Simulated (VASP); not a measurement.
A run of VASP 6.6.1 is set up as follows.

The input INCAR:

```
PREC = Accurate
ENCUT = 520
EDIFF = 1E-7
ISMEAR = 1
SIGMA = 0.1
LREAL = F
LASPH = T
NELM = 60
ALGO = Normal
ISIF = 2
LWAVE = F
LCHARG = T
GGA = PS
LELF = T
LVHAR = T
NBANDS = 12
```

Contents of KPOINTS:

```
regular mesh
0
Gamma
  13 13 13
```

Contents of POSCAR:

```
Y
1.0
    3.1988501268      0.0000000000      0.0000000000
    0.0000000000      3.1988501268      0.0000000000
    0.0000000000      0.0000000000      3.1988501268
Y
1
Direct
    0.0000000000      0.0000000000      0.0000000000
```

Potentials or basis: VASP PAW PBE potentials, release 64 (Y_sv).

Run with:

```console
$ cat potpaw_PBE.64/Y_sv/POTCAR > POTCAR
$ mpirun -np 1 vasp_std > vasp.out
```

Question: What does it give for the pressure?

Answer: 0.0 GPa.

Question: What does it give for the band gap on the k mesh?

Answer: Zero (an odd number of electrons rules out a gap without spin polarisation).

Caveat: the PAW data sets were made with another functional, which shifts forces and pressure a little.
